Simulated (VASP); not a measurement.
# TiO2 in VASP: notebook, part 2 of 2

VASP 6.6.1. The steps go on from the part before.

### Step 3. Single point, r2SCAN (biaxial xy strain -1.7%)

The input, POSCAR:

```
TiO2
1.0
    0.0000000000      2.3556018291      2.3968272579
    2.3556018291      0.0000000000      2.3968272579
    2.3556018291      2.3556018291      0.0000000000
Ti O
1 2
Direct
    0.0000000000      0.0000000000      0.0000000000
    0.2500000000      0.2500000000      0.2500000000
    0.7500000000      0.7500000000      0.7500000000
```

The input, INCAR.step1:

```
SYSTEM = TiO2
  PREC = Accurate
  ENCUT = 910
  ISMEAR = 0
  SIGMA = 0.01
  LREAL = .False.
  LASPH = .True.
  NELM = 120
  NBANDS = 19
  GGA = PE
  ALGO = Normal
  EDIFF = 1E-5
  LWAVE = .True.
  LCHARG = .False.
  GGA_COMPAT = .False.
```

The input, INCAR.step2:

```
SYSTEM = TiO2
  PREC = Accurate
  ENCUT = 910
  EDIFF = 1E-6
  ISMEAR = 0
  SIGMA = 0.01
  LREAL = .False.
  LASPH = .True.
  NELM = 120
  ALGO = Normal
  ISIF = 2
  LWAVE = .False.
  LCHARG = .False.
  METAGGA = R2SCAN
  LMIXTAU = .True.
  NBANDS = 19
  ISTART = 1
  GGA_COMPAT = .False.
```

The input, KPOINTS:

```
regular mesh
0
Gamma
  10 10 10
  0 0 0
```

Potentials or basis: VASP PAW PBE potentials, release 64 (Ti_sv, O_h).

Command:

```
$ cat potpaw_PBE.64/Ti_sv/POTCAR potpaw_PBE.64/O_h/POTCAR > POTCAR
$ cp INCAR.step1 INCAR
$ mpirun -np 1 vasp_std > vasp.out
$ cp INCAR.step2 INCAR
$ mpirun -np 1 vasp_std > vasp.out
```

OUTCAR:

```text
SYSTEM = TiO2
   PREC = Accurate
   ENCUT = 910
   EDIFF = 1E-6
   ISMEAR = 0
   LREAL = .False.
   LASPH = .True.
   NELM = 120
   ISIF = 2
   METAGGA = R2SCAN
   ISTART = 1

 ion  position               nearest neighbor table
   1  0.000  0.000  0.000-   3 2.05   3 2.05   3 2.05   2 2.05   3 2.05   2 2.05   2 2.05   2 2.05

   2  0.250  0.250  0.250-   1 2.05   1 2.05   1 2.05   1 2.05
   3  0.750  0.750  0.750-   1 2.05   1 2.05   1 2.05   1 2.05

  LATTYP: Found a body centered tetragonal cell.
 ALAT       =     3.3313240543
 C/A-ratio  =     1.4389637387

  Lattice vectors:

 A1 = (  -2.3556018291,   0.0000000000,   2.3968272579)
 A2 = (   2.3556018291,   0.0000000000,   2.3968272579)
 A3 = (   0.0000000000,   2.3556018291,  -2.3968272579)

Analysis of symmetry for initial positions (statically):
=====================================================================
 Subroutine PRICEL returns:
 Original cell was already a primitive cell.

 Routine SETGRP: Setting up the symmetry group for a
 body centered tetragonal supercell.

 Subroutine GETGRP returns: Found 16 space group operations
 (whereof 16 operations were pure point group operations)
 out of a pool of 16 trial point group operations.

The static configuration has the point symmetry D_4h.

Analysis of symmetry for dynamics (positions and initial velocities):
=====================================================================
 Subroutine PRICEL returns:
 Original cell was already a primitive cell.

 Routine SETGRP: Setting up the symmetry group for a
 body centered tetragonal supercell.

 Subroutine GETGRP returns: Found 16 space group operations
 (whereof 16 operations were pure point group operations)
 out of a pool of 16 trial point group operations.

The dynamic configuration has the point symmetry D_4h.

 Subroutine INISYM returns: Found 16 space group operations
 (whereof 16 operations are pure point group operations),
 and found     1 'primitive' translations

----------------------------------------------------------------------------------------

                                     Primitive cell

  volume of cell :      26.5993

  direct lattice vectors                    reciprocal lattice vectors
     0.000000000  2.355601829  2.396827258    -0.212259981  0.212259981  0.208609110
     2.355601829  0.000000000  2.396827258     0.212259981 -0.212259981  0.208609110
     2.355601829  2.355601829  0.000000000     0.212259981  0.212259981 -0.208609110

  length of vectors
     3.360601268  3.360601268  3.331324054     0.365549395  0.365549395  0.365549395

  position of ions in fractional coordinates (direct lattice)
     0.000000000  0.000000000  0.000000000
     0.250000000  0.250000000  0.250000000
     0.750000000  0.750000000  0.750000000

  ion indices of the primitive-cell ions
   primitive index   ion index
                 1           1
                 2           2
                 3           3

----------------------------------------------------------------------------------------

 KPOINTS: regular mesh

Automatic generation of k-mesh.
 Grid dimensions read from file:
 generate k-points for:   10   10   10

 Generating k-lattice:

  Cartesian coordinates                     Fractional coordinates (reciprocal lattice)
    -0.021225998  0.021225998  0.020860911     0.100000000 -0.000000000  0.000000000
     0.021225998 -0.021225998  0.020860911    -0.000000000  0.100000000  0.000000000
     0.021225998  0.021225998 -0.020860911     0.000000000  0.000000000  0.100000000

  Length of vectors
     0.036554939  0.036554939  0.036554939

  Shift w.r.t. Gamma in fractional coordinates (k-lattice)
     0.000000000  0.000000000  0.000000000

 Subroutine IBZKPT returns following result:
 ===========================================

 Found    102 irreducible k-points:

 Following reciprocal coordinates:
            Coordinates               Weight
  0.000000  0.000000  0.000000      1.000000
  0.100000  0.000000  0.000000      8.000000
  0.200000  0.000000  0.000000      8.000000
  0.300000 -0.000000  0.000000      8.000000
  0.400000  0.000000  0.000000      8.000000
  0.500000  0.000000  0.000000      4.000000
[... 16 lines left out ...]
  0.300000  0.300000  0.000000      2.000000
  0.400000  0.300000  0.000000      8.000000
 [... further k-points ...]
   k-points           NKPTS =    102   k-points in BZ     NKDIM =    102   number of bands    NBANDS=     19
   number of dos      NEDOS =    301   number of ions     NIONS =      3
   total plane-waves  NPLWV =  46656
   dimension x,y,z NGX =    36 NGY =   36 NGZ =   36
   dimension x,y,z NGXF=    72 NGYF=   72 NGZF=   72
   ions per type =               1   2
   NGX,Y,Z   is equivalent  to a cutoff of  17.81, 17.81, 17.97 a.u.
   NGXF,Y,Z  is equivalent  to a cutoff of  35.62, 35.62, 35.93 a.u.
 SYSTEM =  TiO2
   PREC   = accura    normal or accurate (medium, high low for compatibility)
   ISTART =      1    job   : 0-new  1-cont  2-samecut
   ICHARG =      0    charge: 1-file 2-atom 10-const
   ISPIN  =      1    spin polarized calculation?
   LNONCOLLINEAR =      F non collinear calculations
   LSORBIT =      F    spin-orbit coupling
   LASPH  =      T    aspherical Exc in radial PAW
   ENCUT  =  910.0 eV  66.88 Ry    8.18 a.u.   8.27  8.27  8.19*2*pi/ulx,y,z
   NELM   =    120;   NELMIN=  2; NELMDL=  0     # of ELM steps
   EDIFF  = 0.1E-05   stopping-criterion for ELM
   LREAL  =      F    real-space projection
   EDIFFG = 0.1E-04   stopping-criterion for IOM
   NSW    =      0    number of steps for IOM
   IBRION =     -1    ionic relax: 0-MD 1-quasi-New 2-CG
   NFREE  =      0    steps in history (QN), initial steepest desc. (CG)
   ISIF   =      2    stress and relaxation
   ISYM   =      2    0-nonsym 1-usesym 2-fastsym
   POTIM  = 0.5000    time-step for ionic-motion
   TEBEG  =    0.0;   TEEND  =   0.0 temperature during run
   PSTRESS=    0.0 pullay stress
   NELECT =      24.0000    total number of electrons
   NUPDOWN=      -1.0000    fix difference up-down
   EMIN   =  10.00;   EMAX   =-10.00  energy-range for DOS
   EFERMI =   0.00;   METHOD = LEGACY
   ISMEAR =     0;   SIGMA  =   0.01  broadening in eV -4-tet -1-fermi 0-gaus
   EFERMI_NEDOS =   21; number of points for ismear=-14 and -15
   IALGO  =     38    algorithm
   IMIX   =      4    mixing-type and parameters
     AMIX     =   0.40;   BMIX     =  1.00
     AMIX_MAG =   1.60;   BMIX_MAG =  1.00
  volume/ion in A,a.u.               =       8.87        59.83
  Fermi-wavevector in a.u.,A,eV,Ry     =   1.581934  2.989422 34.048794  2.502516
  Thomas-Fermi vector in A             =   2.681934
   LORBIT       =      0    0 simple, 1 ext, 2 COOP (PROOUT), +10 PAW based schemes
   METAGGA = R2SCAN    functional components
   LHFCALC =     F    Hartree Fock is set to
   AEXX    =    0.0000 exact exchange contribution
   IVDW    =     0    specifies the selected vdW correction
   LEPSILON=     F    determine dielectric tensor
   LRPA    =     F    only Hartree local field effects (RPA)
 non-spin polarized calculation
 Gauss-broadening in eV      SIGMA  =   0.01
  energy-cutoff  :      910.00
  volume of cell :       26.60
 maximum number of plane-waves:      1679
 NGX is ok and might be reduce to    36
   NGX = 17   NGY = 17   NGZ = 17

 number of electron      24.0000002 magnetization

 Free energy of the ion-electron system (eV)
  ---------------------------------------------------
  ext. energy  EPLUGINS =         0.00000000
  ---------------------------------------------------
  free energy    TOTEN  =       -34.07424214 eV

  energy without entropy =      -34.07424214  energy(sigma->0) =      -34.07424214

 E-fermi :   8.3212     XC(G=0): -13.2777

 val. band max:        8.2261190535   @ k =   0.5000   0.0000   0.5000
 cond. band min:       9.6920714403   @ k =   0.0000   0.0000   0.0000
 fundamental gap:      1.4659523868
 Fermi energy:         8.3211752927

 k-point     1 :       0.0000    0.0000    0.0000
  band No.  band energies     occupation
      1     -51.7643      2.00000
      2     -26.8024      2.00000
      3     -26.8024      2.00000
      4     -26.7994      2.00000
      5     -12.8647      2.00000
      6      -8.8325      2.00000
[... 11 lines left out ...]
     18      16.7225      0.00000
     19      23.3768      0.00000
[... 485 lines left out ...]
 k-point    24 :       0.4000    0.3000    0.0000
  band No.  band energies     occupation
      1     -51.7346      2.00000
      2     -27.0606      2.00000
      3     -26.8801      2.00000
      4     -26.8678      2.00000
      5     -11.2840      2.00000
      6     -10.1843      2.00000
[... 11 lines left out ...]
     18      19.5828      0.00000
     19      23.8187      0.00000

 [... further k-points ...]
[... 5 lines left out ...]
  --------------------------------------------------------------------------------------
  -------------------------------------------------------------------------------------
  Total        2.5249784      2.5249784      0.7663100      0.0000000      0.0000000      0.0000000
  in kB      152.0889835    152.0889835     46.1577431      0.0000000      0.0000000      0.0000000
  external PRESSURE =     116.7785701 kB  Pullay stress =       0.0000000 kB

 VOLUME and BASIS-vectors are now :
 -----------------------------------------------------------------------------
  energy-cutoff  :      910.00
  volume of cell :       26.60
      direct lattice vectors                 reciprocal lattice vectors
     0.000000000  2.355601829  2.396827258    -0.212259981  0.212259981  0.208609110
     2.355601829  0.000000000  2.396827258     0.212259981 -0.212259981  0.208609110
     2.355601829  2.355601829  0.000000000     0.212259981  0.212259981 -0.208609110

 POSITION                                       TOTAL-FORCE (eV/Angst)
 -----------------------------------------------------------------------------------
      0.00000      0.00000      0.00000        -0.000000     -0.000000     -0.000000
      1.17780      1.17780      1.19841        -0.000000     -0.000000     -0.000000
      3.53340      3.53340      3.59524         0.000000      0.000000      0.000000
 -----------------------------------------------------------------------------------
    total drift:                                0.000000      0.000000      0.000000

  FREE ENERGIE OF THE ION-ELECTRON SYSTEM (eV)
  ---------------------------------------------------
  free  energy   TOTEN  =       -34.0742421413 eV

  energy  without entropy=      -34.0742421413  energy(sigma->0) =      -34.07424214
```

Wall time 6.5 min (1 thread of AMD EPYC 9R45 (Zen 5), shared host); peak memory 0.26 GiB.

Results:

```yaml
Free_energy: -34.0742 eV
Pressure: 11.7 GPa
Band_gap_on_the_k_mesh: 1.47 eV (least direct gap 2.19 eV)
```

Levels at points of the mesh, in eV from the valence-band top:
| k point | band 8 | band 9 | band 10 | band 11 | band 12 | band 13 | band 14 | band 15 | band 16 | band 17 |
| --- | --- | --- | --- | --- | --- | --- | --- | --- | --- | --- |
| (0.00, 0.00, 0.00) | -6.53 | -6.47 | -1.21 | -0.92 | -0.92 | 1.47 | 1.56 | 5.90 | 5.90 | 5.96 |
| (0.50, 0.00, 0.00) | -5.29 | -3.67 | -3.49 | -2.79 | -2.76 | 1.83 | 1.87 | 3.28 | 5.49 | 5.51 |
| (0.50, 0.50, 0.00) | -4.97 | -4.97 | -2.25 | -2.25 | -0.21 | 2.23 | 2.27 | 3.25 | 4.58 | 4.58 |
| (0.50, 0.00, 0.50) | -5.07 | -4.93 | -2.49 | -2.16 | 0.00 | 2.19 | 2.36 | 3.37 | 4.58 | 4.67 |

Caveat: the cell differs from its parent crystal (biaxial xy strain -1.7%); the cutoff is under 1.25 times the usual one of these potentials, so pressure, stress and relaxed cells hold a basis-set (Pulay) error; the cell stands under pressure; the PAW data sets were made with another functional, which shifts forces and pressure a little.

### Step 4. Single point, r2SCAN (strain along [111] +1.0%)

The input, POSCAR:

```
TiO2
1.0
    0.0164582138      2.4132854717      2.4132854717
    2.4132854717      0.0164582138      2.4132854717
    2.4132854717      2.4132854717      0.0164582138
Ti O
1 2
Direct
    0.0000000000      0.0000000000      0.0000000000
    0.2496527415      0.2496527415      0.2496527415
    0.7503472585      0.7503472585      0.7503472585
```

The input, INCAR.step1:

```
ALGO = Normal ; EDIFF = 1E-5
ENCUT = 910 ; GGA = PE
GGA_COMPAT = F ; ISMEAR = 0
LASPH = T ; LCHARG = F
LREAL = F ; LWAVE = T
NBANDS = 19 ; NELM = 120
PREC = Accurate ; SIGMA = 0.01
```

The input, INCAR.step2:

```
ALGO = Normal ; EDIFF = 1E-6
ENCUT = 910 ; GGA_COMPAT = F
ISIF = 2 ; ISMEAR = 0
ISTART = 1 ; LASPH = T
LCHARG = F ; LMIXTAU = T
LREAL = F ; LWAVE = F
METAGGA = R2SCAN ; NBANDS = 19
NELM = 120 ; PREC = Accurate
SIGMA = 0.01
```

The input, KPOINTS:

```
k-points
0
Gamma
  10 10 10
```

Command:

```
$ cat potpaw_PBE.64/Ti_sv/POTCAR potpaw_PBE.64/O_h/POTCAR > POTCAR
$ cp INCAR.step1 INCAR
$ mpirun -np 1 vasp_std > vasp.out
$ cp INCAR.step2 INCAR
$ mpirun -np 1 vasp_std > vasp.out
```

Wall time 6 min (1 thread of AMD EPYC 9R45 (Zen 5), shared host); peak memory 0.28 GiB.

The run converged. Its results:

* Free energy: -34.1242 eV
* Pressure: -1.6 GPa
* Largest force: 0.004 eV/Å
* Band gap on the k mesh: 1.54 eV (least direct gap 2.22 eV)

Forces in eV/Å, atoms in the order of the input:
```
Ti   0.000  0.000  0.000
O   -0.002 -0.002 -0.002
O    0.002  0.002  0.002
```

Stress tensor (GPa, compression positive):
```
-1.64 -0.25 -0.25
-0.25 -1.64 -0.25
-0.25 -0.25 -1.64
```

Levels at points of the mesh, in eV from the valence-band top:
```
           k point  band 10  band 11  band 12  band 13  band 14  band 15
(0.00, 0.00, 0.00)    -0.91    -0.91    -0.88     1.54     1.54     5.61
(0.50, 0.00, 0.00)    -3.33    -2.62    -2.57     1.83     1.86     3.12
(0.50, 0.50, 0.00)    -2.17    -2.08     0.00     2.22     2.23     3.13
(0.50, 0.50, 0.50)    -3.29    -2.59    -2.59     1.83     1.83     3.04
```

Caveat: the cell differs from its parent crystal (strain along [111] +1.0%); the cutoff is under 1.25 times the usual one of these potentials, so pressure, stress and relaxed cells hold a basis-set (Pulay) error; the PAW data sets were made with another functional, which shifts forces and pressure a little.

### Step 5. The runs side by side

| cell | gap on the mesh (eV) | pressure (GPa) |
| --- | --- | --- |
| a = 3.390, b = 3.396, c = 3.396 Å, angles 59.9, 60.1, 60.1°, 3 atoms | 1.52 | 0.2 |
| a = 3.361, b = 3.361, c = 3.331 Å, angles 60.3, 60.3, 59.4°, 3 atoms | 1.47 | 11.7 |
| a = 3.413 Å, angles 59.5°, 3 atoms | 1.54 | -1.6 |

Alike in all rows: task single point; level r2SCAN; potentials or basis VASP PAW PBE potentials, release 64 (Ti_sv, O_h); no spin polarisation; k mesh 10 × 10 × 10; cutoff (eV) 910; smearing gaussian 0.01 eV.

Caveats: the cutoff is under 1.25 times the usual one of these potentials, so pressure, stress and relaxed cells hold a basis-set (Pulay) error; the PAW data sets were made with another functional, which shifts forces and pressure a little; the cell stands under pressure (at least some runs).

Absolute energies hang on the potentials; compare differences alone.
